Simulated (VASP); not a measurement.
# TiAl2 (Cmmm) in VASP: notebook, part 2 of 2

VASP 6.6.1. The steps go on from the part before.

## 3. Single point, r2SCAN

The input, POSCAR:

```
TiAl2
1.0
    1.9573888229     -6.0202164506      0.0000000000
    1.9573888229      6.0202164506      0.0000000000
    0.0000000000      0.0000000000      4.0012631789
Ti Al
2 4
Direct
    0.6568606399      0.3431393601      0.0000000000
    0.3431393601      0.6568606399      0.0000000000
    0.0000000000      0.0000000000      0.0000000000
    0.8274653577      0.1725346423      0.5000000000
    0.1725346423      0.8274653577      0.5000000000
    0.5000000000      0.5000000000      0.5000000000
```

The input, INCAR.step1:

```
  PREC = Accurate
  ENCUT = 520
  ISMEAR = 0
  SIGMA = 0.1
  LREAL = False
  LASPH = True
  NELM = 60
  NBANDS = 27
  GGA = PE
  ALGO = Normal
  EDIFF = 1E-4
  LWAVE = True
  LCHARG = False
```

The input, INCAR.step2:

```
  PREC = Accurate
  ENCUT = 520
  EDIFF = 1E-6
  ISMEAR = 0
  SIGMA = 0.1
  LREAL = False
  LASPH = True
  NELM = 60
  ALGO = Normal
  ISIF = 2
  LWAVE = False
  LCHARG = False
  METAGGA = R2SCAN
  LMIXTAU = True
  NBANDS = 27
  ISTART = 1
```

The input, KPOINTS:

```
regular mesh
0
Gamma
  6 6 4
```

Potentials or basis: VASP PAW PBE potentials, release 64 (Ti_sv, Al).

Run with:

```console
cat potpaw_PBE.64/Ti_sv/POTCAR potpaw_PBE.64/Al/POTCAR > POTCAR
cp INCAR.step1 INCAR
mpirun -np 1 vasp_std > vasp.out
cp INCAR.step2 INCAR
mpirun -np 1 vasp_std > vasp.out
```

OUTCAR:

```text
PREC = Accurate
   ENCUT = 520
   EDIFF = 1E-6
   ISMEAR = 0
   LREAL = False
   LASPH = True
   NELM = 60
   ISIF = 2
   METAGGA = R2SCAN
   ISTART = 1

 ion  position               nearest neighbor table
   1  0.657  0.343  0.000-   3 2.72   3 2.72   6 2.75   6 2.75   5 2.81   5 2.81   5 2.81   5 2.81
                             4 2.87   4 2.87
   2  0.343  0.657  0.000-   3 2.72   3 2.72   6 2.75   6 2.75   4 2.81   4 2.81   4 2.81   4 2.81
                             5 2.87   5 2.87
   3  0.000  0.000  0.000-   1 2.72   2 2.72   1 2.72   2 2.72   6 2.80   6 2.80   6 2.80   6 2.80
                             4 2.88   4 2.88   5 2.88   5 2.88
   4  0.827  0.173  0.500-   5 2.70   5 2.70   2 2.81   2 2.81   2 2.81   2 2.81   6 2.85   6 2.85
                             1 2.87   1 2.87   3 2.88   3 2.88
   5  0.173  0.827  0.500-   4 2.70   4 2.70   1 2.81   1 2.81   1 2.81   1 2.81   6 2.85   6 2.85
                             2 2.87   2 2.87   3 2.88   3 2.88
   6  0.500  0.500  0.500-   1 2.75   2 2.75   1 2.75   2 2.75   3 2.80   3 2.80   3 2.80   3 2.80
                             5 2.85   4 2.85   5 2.85   4 2.85

  LATTYP: Found a base centered orthorhombic cell.
 ALAT       =     3.9147776458
 B/A-ratio  =     3.0756364705
 C/A-ratio  =     1.0220920678

  Lattice vectors:

 A1 = (   1.9573888229,  -6.0202164506,   0.0000000000)
 A2 = (   1.9573888229,   6.0202164506,   0.0000000000)
 A3 = (   0.0000000000,   0.0000000000,   4.0012631789)

Analysis of symmetry for initial positions (statically):
=====================================================================
 Subroutine PRICEL returns:
 Original cell was already a primitive cell.

 Routine SETGRP: Setting up the symmetry group for a
 base centered orthorhombic supercell.

 Subroutine GETGRP returns: Found  8 space group operations
 (whereof  8 operations were pure point group operations)
 out of a pool of  8 trial point group operations.

The static configuration has the point symmetry D_2h.

Analysis of symmetry for dynamics (positions and initial velocities):
=====================================================================
 Subroutine PRICEL returns:
 Original cell was already a primitive cell.

 Routine SETGRP: Setting up the symmetry group for a
 base centered orthorhombic supercell.

 Subroutine GETGRP returns: Found  8 space group operations
 (whereof  8 operations were pure point group operations)
 out of a pool of  8 trial point group operations.

The dynamic configuration has the point symmetry D_2h.

 Subroutine INISYM returns: Found  8 space group operations
 (whereof  8 operations are pure point group operations),
 and found     1 'primitive' translations

----------------------------------------------------------------------------------------

                                     Primitive cell

  volume of cell :      94.3010

  direct lattice vectors                    reciprocal lattice vectors
     1.957388823 -6.020216451  0.000000000     0.255442350 -0.083053492  0.000000000
     1.957388823  6.020216451  0.000000000     0.255442350  0.083053492  0.000000000
     0.000000000  0.000000000  4.001263179     0.000000000  0.000000000  0.249921076

  length of vectors
     6.330432617  6.330432617  4.001263179     0.268605057  0.268605057  0.249921076

[... 48 lines left out ...]
  0.500000 -0.000000  0.000000      2.000000
  0.166667  0.166667  0.000000      2.000000
  0.333333  0.166667  0.000000      4.000000
[... 16 lines left out ...]
  0.333333  0.333333  0.250000      4.000000
  0.500000  0.333333  0.250000      8.000000
 [... further k-points ...]
   k-points           NKPTS =     39   k-points in BZ     NKDIM =     39   number of bands    NBANDS=     27
   number of dos      NEDOS =    301   number of ions     NIONS =      6
   total plane-waves  NPLWV =  69120
   dimension x,y,z NGX =    48 NGY =   48 NGZ =   30
   dimension x,y,z NGXF=    96 NGYF=   96 NGZF=   60
   ions per type =               2   4
   NGX,Y,Z   is equivalent  to a cutoff of  12.61, 12.61, 12.46 a.u.
   NGXF,Y,Z  is equivalent  to a cutoff of  25.21, 25.21, 24.93 a.u.
 SYSTEM =  unknown system
   PREC   = accura    normal or accurate (medium, high low for compatibility)
   ISTART =      1    job   : 0-new  1-cont  2-samecut
   ICHARG =      0    charge: 1-file 2-atom 10-const
   ISPIN  =      1    spin polarized calculation?
   LNONCOLLINEAR =      F non collinear calculations
   LSORBIT =      F    spin-orbit coupling
   LASPH  =      T    aspherical Exc in radial PAW
   ENCUT  =  520.0 eV  38.22 Ry    6.18 a.u.  11.77 11.77  7.44*2*pi/ulx,y,z
   NELM   =     60;   NELMIN=  2; NELMDL=  0     # of ELM steps
   EDIFF  = 0.1E-05   stopping-criterion for ELM
   LREAL  =      F    real-space projection
   EDIFFG = 0.1E-04   stopping-criterion for IOM
   NSW    =      0    number of steps for IOM
   IBRION =     -1    ionic relax: 0-MD 1-quasi-New 2-CG
   NFREE  =      0    steps in history (QN), initial steepest desc. (CG)
   ISIF   =      2    stress and relaxation
   ISYM   =      2    0-nonsym 1-usesym 2-fastsym
   POTIM  = 0.5000    time-step for ionic-motion
   TEBEG  =    0.0;   TEEND  =   0.0 temperature during run
   PSTRESS=    0.0 pullay stress
   NELECT =      36.0000    total number of electrons
   NUPDOWN=      -1.0000    fix difference up-down
   EMIN   =  10.00;   EMAX   =-10.00  energy-range for DOS
   EFERMI =   0.00;   METHOD = LEGACY
   ISMEAR =     0;   SIGMA  =   0.10  broadening in eV -4-tet -1-fermi 0-gaus
   EFERMI_NEDOS =   21; number of points for ismear=-14 and -15
   IALGO  =     38    algorithm
   IMIX   =      4    mixing-type and parameters
     AMIX     =   0.40;   BMIX     =  1.00
     AMIX_MAG =   1.60;   BMIX_MAG =  1.00
  volume/ion in A,a.u.               =      15.72       106.06
  Fermi-wavevector in a.u.,A,eV,Ry     =   1.187600  2.244239 19.189575  1.410394
  Thomas-Fermi vector in A             =   2.323748
   LORBIT       =      0    0 simple, 1 ext, 2 COOP (PROOUT), +10 PAW based schemes
   METAGGA = R2SCAN    functional components
   LHFCALC =     F    Hartree Fock is set to
   AEXX    =    0.0000 exact exchange contribution
   IVDW    =     0    specifies the selected vdW correction
   LEPSILON=     F    determine dielectric tensor
   LRPA    =     F    only Hartree local field effects (RPA)
 non-spin polarized calculation
 Gauss-broadening in eV      SIGMA  =   0.10
  energy-cutoff  :      520.00
  volume of cell :       94.30
 maximum number of plane-waves:      2566
   NGX = 23   NGY = 23   NGZ = 15

 number of electron      35.9999994 magnetization

 Free energy of the ion-electron system (eV)
  ---------------------------------------------------
  ext. energy  EPLUGINS =         0.00000000
  ---------------------------------------------------
  free energy    TOTEN  =       -55.68875196 eV

  energy without entropy =      -55.67740001  energy(sigma->0) =      -55.68307599

 E-fermi :   8.6753     XC(G=0): -11.6788

 val. band max:        8.6627259081   @ k =   0.0000   0.0000   0.5000
 cond. band min:       8.6796408939   @ k =  -0.1667   0.1667   0.2500
 fundamental gap:      0.0169149858
 Fermi energy:         8.6753247191

 k-point     1 :       0.0000    0.0000    0.0000
  band No.  band energies     occupation
      1     -50.3992      2.00000
      2     -50.3656      2.00000
      3     -25.7342      2.00000
      4     -25.6971      2.00000
      5     -25.6717      2.00000
      6     -25.6480      2.00000
[... 709 lines left out ...]
     26      12.5310      0.00000
     27      12.8210      0.00000

 [... further k-points ...]

------------------------ aborting loop because EDIFF is reached ----------------------------------------

  FORCE on cell =-STRESS in cart. coord.  units (eV):
  Direction    XX          YY          ZZ          XY          YZ          ZX
  --------------------------------------------------------------------------------------
  -------------------------------------------------------------------------------------
  Total       -0.0127133     -0.0234879     -0.0215900     -0.0000000      0.0000000      0.0000000
  in kB       -0.2159999     -0.3990604     -0.3668147     -0.0000000      0.0000000      0.0000000
  external PRESSURE =      -0.3272917 kB  Pullay stress =       0.0000000 kB

 VOLUME and BASIS-vectors are now :
 -----------------------------------------------------------------------------
  energy-cutoff  :      520.00
  volume of cell :       94.30
      direct lattice vectors                 reciprocal lattice vectors
     1.957388823 -6.020216451  0.000000000     0.255442350 -0.083053492  0.000000000
     1.957388823  6.020216451  0.000000000     0.255442350  0.083053492  0.000000000
     0.000000000  0.000000000  4.001263179     0.000000000  0.000000000  0.249921076

 POSITION                                       TOTAL-FORCE (eV/Angst)
 -----------------------------------------------------------------------------------
      1.95739     -1.88867      0.00000        -0.000000     -0.002814     -0.000000
      1.95739      1.88867      0.00000        -0.000000      0.002814     -0.000000
      0.00000      0.00000      0.00000        -0.000000      0.000000     -0.000000
      1.95739     -3.94282      2.00063        -0.000000     -0.008202     -0.000000
      1.95739      3.94282      2.00063        -0.000000      0.008202      0.000000
      1.95739      0.00000      2.00063         0.000000     -0.000000     -0.000000
 -----------------------------------------------------------------------------------
    total drift:                               -0.000000     -0.000000      0.000000

  FREE ENERGIE OF THE ION-ELECTRON SYSTEM (eV)
  ---------------------------------------------------
  free  energy   TOTEN  =       -55.6887519619 eV

  energy  without entropy=      -55.6774000142  energy(sigma->0) =      -55.68307599
```

Wall time 6 min (1 thread of Intel Xeon Platinum 8259CL at 2.50GHz (Skylake/Cascade Lake), shared host); peak memory 0.32 GiB.

Results:

```
Free energy            : -55.6888 eV
Pressure               : 0.0 GPa
Largest force          : 0.008 eV/Å
Band gap on the k mesh : zero (bands 18 and 19 overlap by 1.64 eV)
```

Forces on the atoms (eV/Å):
```
Ti   0.000 -0.003  0.000
Ti   0.000  0.003  0.000
Al   0.000  0.000  0.000
Al   0.000 -0.008  0.000
Al   0.000  0.008  0.000
Al   0.000  0.000  0.000
```

Caveat: the k points lie up to 0.39 Å⁻¹ apart, too coarse for converged energies and pressures of a metal; the PAW data sets were made with another functional, which shifts forces and pressure a little.

## 4. Relaxation of cell and atoms, r2SCAN

This run uses another cell than the first one, of 16.09 Å³/atom.

The input, POSCAR:

```
TiAl2
1.0
    1.9795500000     -6.0472000000      0.0000000000
    1.9795500000      6.0472000000      0.0000000000
    0.0000000000      0.0000000000      4.0315000000
Ti Al
2 4
Direct
    0.6490000000      0.3510000000      0.0000000000
    0.3510000000      0.6490000000      0.0000000000
    0.0000000000      0.0000000000      0.0000000000
    0.8240000000      0.1760000000      0.5000000000
    0.1760000000      0.8240000000      0.5000000000
    0.5000000000      0.5000000000      0.5000000000
```

The input, INCAR.step1:

```
SYSTEM = TiAl2
PREC = Accurate ; ENCUT = 600
ISMEAR = 0 ; SIGMA = 0.1
LREAL = .FALSE. ; LASPH = .TRUE.
NELM = 80 ; GGA = PE
ALGO = Normal ; EDIFF = 1E-4
LWAVE = .TRUE. ; LCHARG = .FALSE.
```

The input, INCAR.step2:

```
SYSTEM = TiAl2
PREC = Accurate ; ENCUT = 600
EDIFF = 1E-7 ; ISMEAR = 0
SIGMA = 0.1 ; LREAL = .FALSE.
LASPH = .TRUE. ; NELM = 80
ALGO = Normal ; ISIF = 3
LWAVE = .FALSE. ; LCHARG = .FALSE.
METAGGA = R2SCAN ; LMIXTAU = .TRUE.
IBRION = 2 ; NSW = 90
EDIFFG = -0.04 ; ISTART = 1
```

The input, KPOINTS:

```
regular mesh
0
G
  4 4 4
  0 0 0
```

Run with:

```console
cat potpaw_PBE.64/Ti_sv/POTCAR potpaw_PBE.64/Al/POTCAR > POTCAR
cp INCAR.step1 INCAR
mpirun -np 1 vasp_std > vasp.out
cp INCAR.step2 INCAR
mpirun -np 1 vasp_std > vasp.out
```

Run time: 33 min. Hardware: 1 thread of Intel Xeon Platinum 8259CL at 2.50GHz (Skylake/Cascade Lake), shared host; peak memory 0.36 GiB.

Results (log left out):

```
Free energy                           : -55.6669 eV
Relaxed volume                        : 15.72 Å³/atom
Relaxed cell                          : a = 6.335 Å, b = 6.335 Å, c = 3.990 Å, α = 90.00°, β = 90.00°, γ = 143.90°
Space group after relaxing (to 0.1 Å) : Cmmm (No. 65)
Energy gained by relaxing             : 17.5 meV/atom
Ionic steps                           : 7
Pressure after relaxing               : 0.0 GPa
Largest force after relaxing          : 0.033 eV/Å
Band gap on the k mesh                : zero (bands 18 and 19 overlap by 1.57 eV)
```

Forces on the atoms (eV/Å):
```
Ti   0.000  0.020  0.000
Ti   0.000 -0.020  0.000
Al   0.000  0.000  0.000
Al   0.000 -0.033  0.000
Al   0.000  0.033  0.000
Al   0.000  0.000  0.000
```

Stress tensor (GPa, compression positive):
```
-0.03  0.00  0.00
 0.00  0.11  0.00
 0.00  0.00  0.02
```

Step by step:
| step | energy change (eV) | largest force (eV/Å) | pressure (GPa) | volume (Å³) |
| --- | --- | --- | --- | --- |
| 1 | 0.0000 | 0.9771 | -1.77 | 96.52 |
| 2 | -0.0833 | 0.4096 | 0.70 | 94.06 |
| 3 | -0.0875 | 0.2451 | 1.47 | 93.38 |
| 4 | -0.1006 | 0.1081 | -0.60 | 94.88 |
| 5 | -0.1008 | 0.1188 | -0.37 | 94.70 |
| 6 | -0.1042 | 0.0629 | -0.11 | 94.45 |
| 7 | -0.1047 | 0.0335 | 0.03 | 94.33 |

Final structure:
```
Ti Al
1.0
     1.96276   -6.02296    0.00000
     1.96276    6.02296    0.00000
     0.00000    0.00000    3.98958
Ti Al
2 4
Direct
  0.65616 0.34384 0.00000
  0.34384 0.65616 0.00000
  0.00000 0.00000 0.00000
  0.82675 0.17325 0.50000
  0.17325 0.82675 0.50000
  0.50000 0.50000 0.50000
```

Levels at points of the mesh, in eV from the Fermi level:
| k point | band 16 | band 17 | band 18 | band 19 | band 20 | band 21 |
| --- | --- | --- | --- | --- | --- | --- |
| (0.00, 0.00, 0.00) | -0.82 | -0.68 | -0.45 | 0.41 | 0.60 | 0.82 |
| (0.50, 0.00, 0.00) | -1.35 | -1.00 | -0.31 | 0.90 | 1.26 | 1.47 |
| (0.50, 0.50, 0.00) | -1.35 | -0.79 | -0.70 | 0.26 | 1.22 | 1.27 |
| (0.00, 0.00, 0.50) | -0.90 | -0.29 | 0.02 | 0.72 | 1.22 | 1.32 |
| (0.50, 0.00, 0.50) | -1.93 | -1.58 | -1.21 | -0.64 | 1.46 | 1.47 |
| (0.50, 0.50, 0.50) | -0.95 | 0.10 | 0.93 | 1.09 | 1.51 | 1.69 |

Caveat: the k points lie up to 0.42 Å⁻¹ apart in the final cell, too coarse for converged energies and pressures of a metal; the PAW data sets were made with another functional, which shifts forces and pressure a little.

## 5. Overview

| task | cell | k mesh | cutoff (eV) | gap on the mesh (eV) | pressure (GPa) | largest force (eV/Å) |
| --- | --- | --- | --- | --- | --- | --- |
| single point | a = 6.335, b = 6.335, c = 3.989 Å, angles 90.0, 90.0, 143.9°, 6 atoms, atomic positions A | 4 × 4 × 4 | 520 | none | 0.1 | 0.04 |
| single point | a = 6.330, b = 6.330, c = 4.001 Å, angles 90.0, 90.0, 144.0°, 6 atoms, atomic positions B | 6 × 6 × 4 | 520 | none | 0.0 | 0.01 |
| relaxation of cell and atoms | relaxed from a = 6.363, b = 6.363, c = 4.032 Å, angles 90.0, 90.0, 143.7°, 6 atoms, atomic positions C | 4 × 4 × 4 | 600 | none | 0.0 | 0.03 |

Alike in all rows: level r2SCAN; potentials or basis VASP PAW PBE potentials, release 64 (Ti_sv, Al); no spin polarisation; smearing gaussian 0.1 eV.

Caveats: all runs use coarse meshes; the PAW data sets were made with another functional, which shifts forces and pressure a little.

Absolute energies hang on the potentials; compare differences alone.
